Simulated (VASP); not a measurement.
# NaCl (wurtzite type) (P6_3/mmc) in VASP: single point with PBE

Aim: the single point of NaCl (wurtzite type) with PBE.

All numbers are computed with VASP 6.6.1; they aren't measurements. Logs are shortened: lines on timing, memory, paths and dates and some standing lists are left out, and cuts for length are marked.

### 1 The cell of the first run

It takes space group P6_3/mmc (No. 194, hexagonal). Conventional cell: a = 4.779 Å, b = 4.779 Å, c = 5.658 Å, α = 90.00°, β = 90.00°, γ = 120.00°. Na (site symmetry -6m2) has 5 Cl at 2.76 to 2.83 Å within 3.6 Å. Cl (site symmetry -6m2) has 5 Na at 2.76 to 2.83 Å within 3.6 Å.

### 2 Single point, PBE

INCAR reads:

```
SYSTEM = NaCl
  PREC = Accurate
  ENCUT = 520
  EDIFF = 1E-6
  ISMEAR = -1
  SIGMA = 0.03
  LREAL = .FALSE.
  LASPH = .TRUE.
  NELM = 100
  ALGO = Normal
  ISIF = 2
  LWAVE = .FALSE.
  LCHARG = .TRUE.
  GGA = PE
  LELF = .TRUE.
  LVHAR = .TRUE.
  NBANDS = 22
```

KPOINTS reads:

```
Automatic mesh
0
G
  10 10 6
  0 0 0
```

POSCAR reads:

```
NaCl
1.0
    4.7789669450      0.0000000000      0.0000000000
   -2.3894834725      4.1387067782      0.0000000000
    0.0000000000      0.0000000000      5.6583025122
Na Cl
2 2
Direct
    0.3333333333      0.6666666667     -0.0619970283
    0.6666666667      0.3333333333      0.4380029717
    0.3333333333      0.6666666667      0.4379970283
    0.6666666667      0.3333333333      0.9379970283
```

Potentials or basis: VASP PAW PBE potentials, release 64 (Na_pv, Cl).

Started as:

```
$ cat potpaw_PBE.64/Na_pv/POTCAR potpaw_PBE.64/Cl/POTCAR > POTCAR
$ mpirun -np 1 vasp_std > vasp.out
```

OUTCAR:

```text
SYSTEM = NaCl
   PREC = Accurate
   ENCUT = 520
   EDIFF = 1E-6
   ISMEAR = -1
   LREAL = .FALSE.
   LASPH = .TRUE.
   NELM = 100
   ISIF = 2
   GGA = PE

 ion  position               nearest neighbor table
   1  0.333  0.667  0.938-
   2  0.667  0.333  0.438-
   3  0.333  0.667  0.438-
   4  0.667  0.333  0.938-

  LATTYP: Found a hexagonal cell.
 ALAT       =     4.7789669450
 C/A-ratio  =     1.1840011821

  Lattice vectors:

 A1 = (   4.7789669450,   0.0000000000,   0.0000000000)
 A2 = (  -2.3894834725,   4.1387067782,   0.0000000000)
 A3 = (   0.0000000000,   0.0000000000,   5.6583025122)

Analysis of symmetry for initial positions (statically):
=====================================================================
 Subroutine PRICEL returns:
 Original cell was already a primitive cell.

 Routine SETGRP: Setting up the symmetry group for a
 hexagonal supercell.

 Subroutine GETGRP returns: Found 12 space group operations
 (whereof  6 operations were pure point group operations)
 out of a pool of 24 trial point group operations.

The static configuration has the point symmetry C_3v.
 The point group associated with its full space group is C_6v.

Analysis of symmetry for dynamics (positions and initial velocities):
=====================================================================
 Subroutine PRICEL returns:
 Original cell was already a primitive cell.

 Routine SETGRP: Setting up the symmetry group for a
 hexagonal supercell.

 Subroutine GETGRP returns: Found 12 space group operations
 (whereof  6 operations were pure point group operations)
 out of a pool of 24 trial point group operations.

The dynamic configuration has the point symmetry C_3v.
 The point group associated with its full space group is C_6v.

 Subroutine INISYM returns: Found 12 space group operations
 (whereof  6 operations are pure point group operations),
 and found     1 'primitive' translations

----------------------------------------------------------------------------------------

                                     Primitive cell

  volume of cell :     111.9141

[... 84 lines left out ...]
   ISTART =      0    job   : 0-new  1-cont  2-samecut
   ICHARG =      2    charge: 1-file 2-atom 10-const
   ISPIN  =      1    spin polarized calculation?
   LNONCOLLINEAR =      F non collinear calculations
   LSORBIT =      F    spin-orbit coupling
   LASPH  =      T    aspherical Exc in radial PAW
   ENCUT  =  520.0 eV  38.22 Ry    6.18 a.u.   8.89  8.89 10.52*2*pi/ulx,y,z
   NELM   =    100;   NELMIN=  2; NELMDL= -5     # of ELM steps
   EDIFF  = 0.1E-05   stopping-criterion for ELM
   LREAL  =      F    real-space projection
   EDIFFG = 0.1E-04   stopping-criterion for IOM
   NSW    =      0    number of steps for IOM
   IBRION =     -1    ionic relax: 0-MD 1-quasi-New 2-CG
   NFREE  =      0    steps in history (QN), initial steepest desc. (CG)
   ISIF   =      2    stress and relaxation
   ISYM   =      2    0-nonsym 1-usesym 2-fastsym
   POTIM  = 0.5000    time-step for ionic-motion
   TEBEG  =    0.0;   TEEND  =   0.0 temperature during run
   PSTRESS=    0.0 pullay stress
   NELECT =      28.0000    total number of electrons
   NUPDOWN=      -1.0000    fix difference up-down
   EMIN   =  10.00;   EMAX   =-10.00  energy-range for DOS
   EFERMI =   0.00;   METHOD = LEGACY
   ISMEAR =    -1;   SIGMA  =   0.03  broadening in eV -4-tet -1-fermi 0-gaus
   EFERMI_NEDOS =   21; number of points for ismear=-14 and -15
   IALGO  =     38    algorithm
   IMIX   =      4    mixing-type and parameters
     AMIX     =   0.40;   BMIX     =  1.00
     AMIX_MAG =   1.60;   BMIX_MAG =  1.00
  volume/ion in A,a.u.               =      27.98       188.81
  Fermi-wavevector in a.u.,A,eV,Ry     =   1.031571  1.949387 14.478493  1.064139
  Thomas-Fermi vector in A             =   2.165726
   LORBIT       =      0    0 simple, 1 ext, 2 COOP (PROOUT), +10 PAW based schemes
   GGA     = PE    functional components
   LHFCALC =     F    Hartree Fock is set to
   AEXX    =    0.0000 exact exchange contribution
   IVDW    =     0    specifies the selected vdW correction
   LEPSILON=     F    determine dielectric tensor
   LRPA    =     F    only Hartree local field effects (RPA)
 non-spin polarized calculation
  energy-cutoff  :      520.00
  volume of cell :      111.91
 maximum number of plane-waves:      3032
 NGX is ok and might be reduce to    36
   NGX = 17   NGY = 17   NGZ = 21

 number of electron      28.0000007 magnetization

 Free energy of the ion-electron system (eV)
  ---------------------------------------------------
  ext. energy  EPLUGINS =         0.00000000
  ---------------------------------------------------
  free energy    TOTEN  =       -13.43148944 eV

  energy without entropy =      -13.43148944  energy(sigma->0) =      -13.43148944

 E-fermi :  -1.2062     XC(G=0):  -7.0645

 val. band max:       -1.8717597724   @ k =   0.0000   0.0000   0.0000
 cond. band min:       2.8699051300   @ k =   0.0000   0.0000   0.0000
 fundamental gap:      4.7416649024
 Fermi energy:        -1.2061588390

 k-point     1 :       0.0000    0.0000    0.0000
  band No.  band energies     occupation
      1     -22.8137      2.00000
      2     -22.8137      2.00000
      3     -22.8121      2.00000
      4     -22.8071      2.00000
      5     -22.8071      2.00000
      6     -22.7951      2.00000
[... 589 lines left out ...]
     21       9.2250      0.00000
     22       9.9016      0.00000

 [... further k-points ...]

------------------------ aborting loop because EDIFF is reached ----------------------------------------

  FORCE on cell =-STRESS in cart. coord.  units (eV):
  Direction    XX          YY          ZZ          XY          YZ          ZX
  --------------------------------------------------------------------------------------
  -------------------------------------------------------------------------------------
  Total       -0.0042797     -0.0042797     -0.0220549      0.0000000     -0.0000000      0.0000000
  in kB       -0.0612681     -0.0612681     -0.3157405      0.0000000     -0.0000000      0.0000000
  external PRESSURE =      -0.1460922 kB  Pullay stress =       0.0000000 kB

 VOLUME and BASIS-vectors are now :
 -----------------------------------------------------------------------------
  energy-cutoff  :      520.00
  volume of cell :      111.91
      direct lattice vectors                 reciprocal lattice vectors
     4.778966945  0.000000000  0.000000000     0.209250244  0.120810685  0.000000000
    -2.389483472  4.138706778  0.000000000     0.000000000  0.241621370  0.000000000
     0.000000000  0.000000000  5.658302512     0.000000000  0.000000000  0.176731449

 POSITION                                       TOTAL-FORCE (eV/Angst)
 -----------------------------------------------------------------------------------
     -0.00000      2.75914      5.30750        -0.000000      0.000000     -0.000280
      2.38948      1.37957      2.47835        -0.000000     -0.000000     -0.000280
     -0.00000      2.75914      2.47832         0.000000      0.000000      0.000280
      2.38948      1.37957      5.30747         0.000000     -0.000000      0.000280
 -----------------------------------------------------------------------------------
    total drift:                               -0.000000      0.000000     -0.000371

  FREE ENERGIE OF THE ION-ELECTRON SYSTEM (eV)
  ---------------------------------------------------
  free  energy   TOTEN  =       -13.4314894405 eV

  energy  without entropy=      -13.4314894405  energy(sigma->0) =      -13.43148944
```

Wall time 48 s (1 thread of Intel Xeon 6975P-C (Granite Rapids), shared host); peak memory 0.26 GiB.

What came out:

```
Free energy            : -13.4315 eV
Pressure               : 0.0 GPa
Band gap on the k mesh : 4.74 eV, direct
```

Levels at points of the mesh, in eV from the valence-band top:
```tsv
k point	band 11	band 12	band 13	band 14	band 15	band 16	band 17	band 18
(0.00, 0.00, 0.00)	-0.73	-0.30	-0.30	0.00	4.74	7.55	9.71	9.71
(0.50, 0.00, 0.00)	-0.92	-0.74	-0.48	-0.22	7.23	7.41	8.70	8.78
(0.00, 0.00, 0.50)	-0.52	-0.52	-0.52	-0.52	6.49	6.49	9.62	9.62
(0.50, 0.00, 0.50)	-0.60	-0.60	-0.24	-0.24	7.29	7.29	9.61	9.61
```
